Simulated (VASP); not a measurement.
# BN (P6_3/mmc) in VASP: further runs

Runs on BN. Level: LDA. Tasks: single point, relaxation of cell and atoms.

Program: VASP 6.6.1. These are calculated values, not measurements. Logs are shortened: lines on timing, memory, paths and dates and some standing lists are left out, and cuts for length are marked.

### 1 The cell of the first run

Symmetry: P6_3/mmc, No. 194, hexagonal system. The conventional cell has a = 2.489 Å, b = 2.489 Å, c = 6.494 Å, α = 90.00°, β = 90.00°, γ = 120.00°. Within 1.9 Å of B (site symmetry -6m2) lie 3 N at 1.44 Å. Within 1.9 Å of N (site symmetry -6m2) lie 3 B at 1.44 Å.

### 2 Single point, LDA

INCAR reads:

```
ALGO     = Normal         # electronic algorithm
EDIFF    = 1E-6           # SCF threshold, eV
ENCUT    = 600            # plane-wave cutoff, eV
GGA      = CA             # functional
GGA_COMPAT= False        
ISIF     = 2              # what is computed and relaxed
ISMEAR   = 0              # smearing method
LASPH    = True           # aspherical terms in the spheres
LCHARG   = True           # write CHGCAR
LELF     = True           # ELF
LREAL    = False          # projectors in reciprocal space
LVHAR    = True         
LWAVE    = False          # write WAVECAR
NBANDS   = 16             # bands
NELM     = 120            # most SCF steps
PREC     = Accurate       # precision mode
SIGMA    = 0.01           # smearing width, eV
```

KPOINTS reads:

```
k-points
0
Gamma
  10 10 4
```

POSCAR reads:

```
BN
1.0
    2.4889407239      0.0000000000      0.0000000000
   -1.2444703619      2.1554858954      0.0000000000
    0.0000000000      0.0000000000      6.4943198019
B N
2 2
Direct
    0.3333333333      0.6666666667      0.2500000000
    0.6666666667      0.3333333333      0.7500000000
    0.3333333333      0.6666666667      0.7500000000
    0.6666666667      0.3333333333      0.2500000000
```

Potentials or basis: VASP PAW LDA potentials, release 64 (B, N).

Command:

```sh
> cat potpaw_LDA.64/B/POTCAR potpaw_LDA.64/N/POTCAR > POTCAR
> mpirun -np 1 vasp_std > vasp.out
```

OUTCAR:

```text
EDIFF = 1E-6
   ENCUT = 600
   GGA = CA
   ISIF = 2
   ISMEAR = 0
   LASPH = True
   LREAL = False
   NELM = 120
   PREC = Accurate

 ion  position               nearest neighbor table
   1  0.333  0.667  0.250-   4 1.44   4 1.44   4 1.44
   2  0.667  0.333  0.750-   3 1.44   3 1.44   3 1.44
   3  0.333  0.667  0.750-   2 1.44   2 1.44   2 1.44
   4  0.667  0.333  0.250-   1 1.44   1 1.44   1 1.44

  LATTYP: Found a hexagonal cell.
 ALAT       =     2.4889407239
 C/A-ratio  =     2.6092705783

  Lattice vectors:

 A1 = (   2.4889407239,   0.0000000000,   0.0000000000)
 A2 = (  -1.2444703619,   2.1554858954,   0.0000000000)
 A3 = (   0.0000000000,   0.0000000000,   6.4943198019)

Analysis of symmetry for initial positions (statically):
=====================================================================
 Subroutine PRICEL returns:
 Original cell was already a primitive cell.

 Routine SETGRP: Setting up the symmetry group for a
 hexagonal supercell.

 Subroutine GETGRP returns: Found 24 space group operations
 (whereof 12 operations were pure point group operations)
 out of a pool of 24 trial point group operations.

The static configuration has the point symmetry D_3d.
 The point group associated with its full space group is D_6h.

Analysis of symmetry for dynamics (positions and initial velocities):
=====================================================================
 Subroutine PRICEL returns:
 Original cell was already a primitive cell.

 Routine SETGRP: Setting up the symmetry group for a
 hexagonal supercell.

 Subroutine GETGRP returns: Found 24 space group operations
 (whereof 12 operations were pure point group operations)
 out of a pool of 24 trial point group operations.

The dynamic configuration has the point symmetry D_3d.
 The point group associated with its full space group is D_6h.

 Subroutine INISYM returns: Found 24 space group operations
 (whereof 12 operations are pure point group operations),
 and found     1 'primitive' translations

----------------------------------------------------------------------------------------

                                     Primitive cell

[... 91 lines left out ...]
   LASPH  =      T    aspherical Exc in radial PAW
   ENCUT  =  600.0 eV  44.10 Ry    6.64 a.u.   4.97  4.97 12.97*2*pi/ulx,y,z
   NELM   =    120;   NELMIN=  2; NELMDL= -5     # of ELM steps
   EDIFF  = 0.1E-05   stopping-criterion for ELM
   LREAL  =      F    real-space projection
   EDIFFG = 0.1E-04   stopping-criterion for IOM
   NSW    =      0    number of steps for IOM
   IBRION =     -1    ionic relax: 0-MD 1-quasi-New 2-CG
   NFREE  =      0    steps in history (QN), initial steepest desc. (CG)
   ISIF   =      2    stress and relaxation
   ISYM   =      2    0-nonsym 1-usesym 2-fastsym
   POTIM  = 0.5000    time-step for ionic-motion
   TEBEG  =    0.0;   TEEND  =   0.0 temperature during run
   PSTRESS=    0.0 pullay stress
   NELECT =      16.0000    total number of electrons
   NUPDOWN=      -1.0000    fix difference up-down
   EMIN   =  10.00;   EMAX   =-10.00  energy-range for DOS
   EFERMI =   0.00;   METHOD = LEGACY
   ISMEAR =     0;   SIGMA  =   0.01  broadening in eV -4-tet -1-fermi 0-gaus
   EFERMI_NEDOS =   21; number of points for ismear=-14 and -15
   IALGO  =     38    algorithm
   IMIX   =      4    mixing-type and parameters
     AMIX     =   0.40;   BMIX     =  1.00
     AMIX_MAG =   1.60;   BMIX_MAG =  1.00
  volume/ion in A,a.u.               =       8.71        58.78
  Fermi-wavevector in a.u.,A,eV,Ry     =   1.263040  2.386799 21.704958  1.595269
  Thomas-Fermi vector in A             =   2.396417
   LORBIT       =      0    0 simple, 1 ext, 2 COOP (PROOUT), +10 PAW based schemes
   GGA     = CA    functional components
   LHFCALC =     F    Hartree Fock is set to
   AEXX    =    0.0000 exact exchange contribution
   IVDW    =     0    specifies the selected vdW correction
   LEPSILON=     F    determine dielectric tensor
   LRPA    =     F    only Hartree local field effects (RPA)
 non-spin polarized calculation
 Gauss-broadening in eV      SIGMA  =   0.01
  energy-cutoff  :      600.00
  volume of cell :       34.84
 maximum number of plane-waves:      1184
 NGX is ok and might be reduce to    20
   NGX =  9   NGY =  9   NGZ = 25

 number of electron      16.0000001 magnetization

 Free energy of the ion-electron system (eV)
  ---------------------------------------------------
  ext. energy  EPLUGINS =         0.00000000
  ---------------------------------------------------
  free energy    TOTEN  =       -38.58525257 eV

  energy without entropy =      -38.58525257  energy(sigma->0) =      -38.58525257

 E-fermi :   2.5223     XC(G=0): -10.6979

 val. band max:        2.4705062575   @ k =   0.3000   0.3000   0.0000
 cond. band min:       6.4824534586   @ k =   0.5000  -0.0000   0.0000
 fundamental gap:      4.0119472010
 Fermi energy:         2.5222789069

 k-point     1 :       0.0000    0.0000    0.0000
  band No.  band energies     occupation
      1     -15.3110      2.00000
      2     -14.9416      2.00000
      3      -4.1121      2.00000
      4      -1.6668      2.00000
      5       1.0905      2.00000
      6       1.0905      2.00000
[... 433 lines left out ...]
      3      -6.1965      2.00000
      4      -6.1326      2.00000
      5      -2.2587      2.00000
      6      -2.1977      2.00000
[... 8 lines left out ...]
     15      17.6342      0.00000
     16      20.7752      0.00000

 [... further k-points ...]

------------------------ aborting loop because EDIFF is reached ----------------------------------------

  FORCE on cell =-STRESS in cart. coord.  units (eV):
  Direction    XX          YY          ZZ          XY          YZ          ZX
  --------------------------------------------------------------------------------------
  -------------------------------------------------------------------------------------
  Total        0.1221562      0.1221562     -0.0601864      0.0000000      0.0000000      0.0000000
  in kB        5.6173640      5.6173640     -2.7676794      0.0000000      0.0000000      0.0000000
  external PRESSURE =       2.8223496 kB  Pullay stress =       0.0000000 kB

 VOLUME and BASIS-vectors are now :
 -----------------------------------------------------------------------------
  energy-cutoff  :      600.00
  volume of cell :       34.84
      direct lattice vectors                 reciprocal lattice vectors
     2.488940724  0.000000000  0.000000000     0.401777347  0.231966259  0.000000000
    -1.244470362  2.155485895  0.000000000     0.000000000  0.463932518  0.000000000
     0.000000000  0.000000000  6.494319802     0.000000000  0.000000000  0.153980714

 POSITION                                       TOTAL-FORCE (eV/Angst)
 -----------------------------------------------------------------------------------
     -0.00000      1.43699      1.62358        -0.000000     -0.000000      0.000000
      1.24447      0.71850      4.87074         0.000000      0.000000      0.000000
     -0.00000      1.43699      4.87074         0.000000      0.000000      0.000000
      1.24447      0.71850      1.62358        -0.000000     -0.000000      0.000000
 -----------------------------------------------------------------------------------
    total drift:                               -0.000000      0.000000      0.000000

  FREE ENERGIE OF THE ION-ELECTRON SYSTEM (eV)
  ---------------------------------------------------
  free  energy   TOTEN  =       -38.5852525732 eV

  energy  without entropy=      -38.5852525732  energy(sigma->0) =      -38.58525257
```

OSZICAR:

```text
N       E                     dE             d eps       ncg     rms          rms(c)
DAV:   1     0.546780099571E+02    0.54678E+02   -0.87417E+03  1344   0.104E+03
DAV:   2    -0.391537052545E+02   -0.93832E+02   -0.84610E+02  1920   0.228E+02
DAV:   3    -0.426334198231E+02   -0.34797E+01   -0.34577E+01  1776   0.418E+01
DAV:   4    -0.426513883523E+02   -0.17969E-01   -0.17966E-01  1680   0.357E+00
DAV:   5    -0.426515336846E+02   -0.14533E-03   -0.14533E-03  1720   0.300E-01    0.112E+01
DAV:   6    -0.390670187404E+02    0.35845E+01   -0.57468E+00  1648   0.182E+01    0.483E+00
DAV:   7    -0.387064708207E+02    0.36055E+00   -0.57376E-01  1768   0.513E+00    0.300E+00
DAV:   8    -0.385918417972E+02    0.11463E+00   -0.28092E-01  1736   0.361E+00    0.516E-01
DAV:   9    -0.385852584909E+02    0.65833E-02   -0.18811E-02  1536   0.108E+00    0.185E-01
DAV:  10    -0.385852379105E+02    0.20580E-04   -0.81665E-04  1784   0.216E-01    0.258E-02
DAV:  11    -0.385852520611E+02   -0.14151E-04   -0.22102E-05  1552   0.392E-02    0.158E-02
DAV:  12    -0.385852525732E+02   -0.51212E-06   -0.45761E-06  1680   0.150E-02
   1 F= -.38585253E+02 E0= -.38585253E+02  d E =-.193489E-15
```

stdout:

```text
POSCAR found type information on POSCAR B N
 POSCAR found :  2 types and       4 ions
 scaLAPACK will be used
 LDA part: xc-table for (Slater(with rela. corr.)+CA(PZ))
 , standard interpolation
 POSCAR, INCAR and KPOINTS ok, starting setup
 FFT: planning ... GRIDC
 FFT: planning ... GRID_SOFT
 FFT: planning ... GRID
 WAVECAR not read
 entering main loop
```

It took 9.7 s on 1 thread of Intel Xeon 6975P-C (Granite Rapids), shared host; peak memory 0.14 GiB.

What came out:

* Free energy: -38.5853 eV
* Pressure: 0.3 GPa
* Band gap on the k mesh: 4.01 eV, indirect (least direct gap 4.47 eV)

Stress tensor (GPa, compression positive):
```
 0.56  0.00  0.00
 0.00  0.56  0.00
 0.00  0.00 -0.28
```

Levels at points of the mesh, in eV from the valence-band top:
```tsv
k point	band 6	band 7	band 8	band 9	band 10	band 11
(0.00, 0.00, 0.00)	-1.38	-1.33	-1.33	5.03	10.32	11.51
(0.50, 0.00, 0.00)	-4.17	-1.63	-0.46	4.01	5.60	9.60
(0.00, 0.00, 0.50)	-1.36	-1.36	-1.36	7.60	7.60	11.58
(0.50, 0.00, 0.50)	-4.21	-1.01	-1.01	4.53	4.53	10.05
```

A k mesh can miss the band edges. As with any semilocal functional, this LDA gap is likely too small.

### 3 Single point, LDA

INCAR reads:

```
PREC = Accurate ; ENCUT = 600
EDIFF = 1E-6 ; ISMEAR = 0
SIGMA = 0.01 ; LREAL = F
LASPH = T ; NELM = 120
ALGO = Normal ; ISIF = 2
LWAVE = F ; LCHARG = F
NBANDS = 16 ; GGA_COMPAT = F
```

KPOINTS reads:

```
Automatic mesh
0
Gamma
  10 10 4
```

POSCAR is that of step 2.

Potentials or basis: VASP PAW LDA potentials, release 64 (B, N).

Command:

```sh
> cat potpaw_LDA.64/B/POTCAR potpaw_LDA.64/N/POTCAR > POTCAR
> mpirun -np 1 vasp_std > vasp.out
```

Wall time 9.1 s (1 thread of Intel Xeon 6975P-C (Granite Rapids), shared host); peak memory 0.14 GiB.

The run converged. Its results:

- Free energy: -38.5853 eV
- Pressure: 0.3 GPa
- Band gap on the k mesh: 4.01 eV, indirect (least direct gap 4.47 eV)

Stress tensor (GPa, compression positive):
```
 0.56  0.00  0.00
 0.00  0.56  0.00
 0.00  0.00 -0.28
```

Levels at points of the mesh, in eV from the valence-band top:
| k point | band 5 | band 6 | band 7 | band 8 | band 9 | band 10 | band 11 | band 12 |
| --- | --- | --- | --- | --- | --- | --- | --- | --- |
| (0.00, 0.00, 0.00) | -1.38 | -1.38 | -1.33 | -1.33 | 5.03 | 10.32 | 11.51 | 11.51 |
| (0.50, 0.00, 0.00) | -4.25 | -4.17 | -1.63 | -0.46 | 4.01 | 5.60 | 9.60 | 10.06 |
| (0.00, 0.00, 0.50) | -1.36 | -1.36 | -1.36 | -1.36 | 7.60 | 7.60 | 11.58 | 11.58 |
| (0.50, 0.00, 0.50) | -4.21 | -4.21 | -1.01 | -1.01 | 4.53 | 4.53 | 10.05 | 10.05 |

A k mesh can miss the band edges. LDA gaps usually lie below the measured ones, often by a third to a half.

### 4 Single point, LDA

INCAR reads:

```
SYSTEM = BN
ALGO = Normal
EDIFF = 1E-6
ENCUT = 600
GGA = CA
GGA_COMPAT = .FALSE.
ISIF = 2
ISMEAR = -1
LASPH = .TRUE.
LCHARG = .FALSE.
LREAL = .FALSE.
LWAVE = .FALSE.
NBANDS = 16
NELM = 120
PREC = Accurate
SIGMA = 0.1
```

KPOINTS reads:

```
k-points
0
G
  14 14 6
  0 0 0
```

POSCAR is that of step 3.

Command:

```sh
> cat potpaw_LDA.64/B/POTCAR potpaw_LDA.64/N/POTCAR > POTCAR
> mpirun -np 1 vasp_std > vasp.out
```

Wall time 20 s (1 thread of Intel Xeon 6975P-C (Granite Rapids), shared host); peak memory 0.17 GiB.

It converged, with:

```yaml
Free_energy: -38.5852 eV
Pressure: 0.3 GPa
Band_gap_on_the_k_mesh: 4.05 eV, indirect (least direct gap 4.47 eV)
```

Stress tensor (GPa, compression positive):
```
 0.56  0.00  0.00
 0.00  0.56  0.00
 0.00  0.00 -0.28
```

Levels at points of the mesh, in eV from the valence-band top:
| k point | band 6 | band 7 | band 8 | band 9 | band 10 | band 11 |
| --- | --- | --- | --- | --- | --- | --- |
| (0.00, 0.00, 0.00) | -1.34 | -1.30 | -1.30 | 5.07 | 10.35 | 11.55 |
| (0.50, 0.00, 0.00) | -4.13 | -1.59 | -0.42 | 4.05 | 5.64 | 9.63 |
| (0.00, 0.00, 0.50) | -1.32 | -1.32 | -1.32 | 7.63 | 7.63 | 11.62 |
| (0.50, 0.00, 0.50) | -4.17 | -0.98 | -0.98 | 4.56 | 4.56 | 10.08 |

### 5 Relaxation of cell and atoms, LDA, target pressure -2 GPa, at which the enthalpy is minimised

INCAR reads:

```
PREC     = Accurate       # precision mode
ENCUT    = 600            # plane-wave cutoff, eV
EDIFF    = 1E-7           # SCF threshold, eV
ISMEAR   = 0              # smearing method
SIGMA    = 0.01           # smearing width, eV
LREAL    = False          # projectors in reciprocal space
LASPH    = True           # aspherical terms in the spheres
NELM     = 120            # most SCF steps
ALGO     = Normal         # electronic algorithm
ISIF     = 3              # what is computed and relaxed
LWAVE    = False          # write WAVECAR
LCHARG   = False          # write CHGCAR
IBRION   = 2              # ionic algorithm
NSW      = 100            # ionic steps
EDIFFG   = -0.002         # ionic threshold
PSTRESS  = -20.0        
GGA_COMPAT= False        
NELMIN   = 4
```

KPOINTS reads:

```
regular mesh
0
Gamma
  10 10 4
```

POSCAR is that of step 4.

Command:

```sh
> cat potpaw_LDA.64/B/POTCAR potpaw_LDA.64/N/POTCAR > POTCAR
> mpirun -np 1 vasp_std > vasp.out
```

Wall time 58 s (1 thread of Intel Xeon 6975P-C (Granite Rapids), shared host); peak memory 0.14 GiB.

The run converged. Its results:

- Free energy: -38.5335 eV
- Relaxed volume: 10.23 Å³/atom
- Relaxed cell: a = 2.495 Å, b = 2.495 Å, c = 7.594 Å, α = 90.00°, β = 90.00°, γ = 120.00°
- Space group after relaxing (to 0.05 Å): P6_3/mmc (No. 194)
- Energy change on relaxing (the enthalpy is what falls): +12.9 meV/atom
- Ionic steps: 12
- Pressure after relaxing: -2.0 GPa
- Band gap on the k mesh: 4.32 eV, indirect (least direct gap 4.77 eV)

The path:
| step | energy change (eV) | largest force (eV/Å) | pressure (GPa) | volume (Å³) |
| --- | --- | --- | --- | --- |
| 1 | 0.0000 | 0.0000 | 0.29 | 34.84 |
| 2 | 0.0097 | 0.0000 | -4.68 | 35.47 |
| 3 | 0.0014 | 0.0000 | -1.83 | 35.10 |
| 4 | 0.0017 | 0.0000 | -1.85 | 35.27 |
| 5 | 0.0035 | 0.0000 | -1.87 | 35.78 |
| 6 | 0.0096 | 0.0000 | -1.87 | 36.79 |
| 7 | 0.0277 | 0.0000 | -1.74 | 38.81 |
| 8 | 0.0796 | 0.0000 | -1.67 | 42.84 |
| 9 | 0.0419 | 0.0000 | -1.66 | 40.11 |
| 10 | 0.0508 | 0.0000 | -1.62 | 40.85 |
| 11 | 0.1006 | 0.0000 | -8.61 | 42.51 |
| 12 | 0.0518 | 0.0000 | -2.01 | 40.94 |

Final structure:
```
B N
1.0
     2.49490    0.00000    0.00000
    -1.24745    2.16064    0.00000
     0.00000    0.00000    7.59385
B N
2 2
Direct
  0.33333 0.66667 0.25000
  0.66667 0.33333 0.75000
  0.33333 0.66667 0.75000
  0.66667 0.33333 0.25000
```

Levels at points of the mesh, in eV from the valence-band top:
```csv
k point,band 4,band 5,band 6,band 7,band 8,band 9,band 10,band 11,band 12
"(0.00, 0.00, 0.00)",-4.73,-1.28,-1.28,-1.27,-1.27,4.32,8.44,11.61,11.61
"(0.50, 0.00, 0.00)",-8.82,-4.11,-4.10,-1.11,-0.64,4.37,5.15,9.57,10.16
"(0.00, 0.00, 0.50)",-5.33,-1.27,-1.27,-1.27,-1.27,6.03,6.03,11.63,11.63
"(0.50, 0.00, 0.50)",-8.83,-4.10,-4.10,-0.87,-0.87,4.68,4.68,9.97,9.97
```

Caveat: the cell is relaxed towards a set pressure, so the enthalpy falls and the energy may rise; the volume moved by over 15 % at a fixed basis, so the end points are rough.

### 6 The runs side by side

```tsv
task	cell	k mesh	smearing	gap on the mesh (eV)	pressure (GPa)
single point	as given	10 × 10 × 4	gaussian 0.01 eV	4.01	0.3
single point	as given	14 × 14 × 6	fermi-dirac 0.1 eV	4.05	0.3
relaxation of cell and atoms	relaxed to -2 GPa	10 × 10 × 4	gaussian 0.01 eV	4.32	-2.0
```

Alike in all rows: level LDA; potentials or basis VASP PAW LDA potentials, release 64 (B, N); no spin polarisation; cutoff (eV) 600.

Caveats: the cell is relaxed towards a set pressure, so the enthalpy falls and the energy may rise (some runs); the volume moved by over 15 % at a fixed basis, so the end points are rough (some runs).

Absolute energies hang on the potentials; compare differences alone.
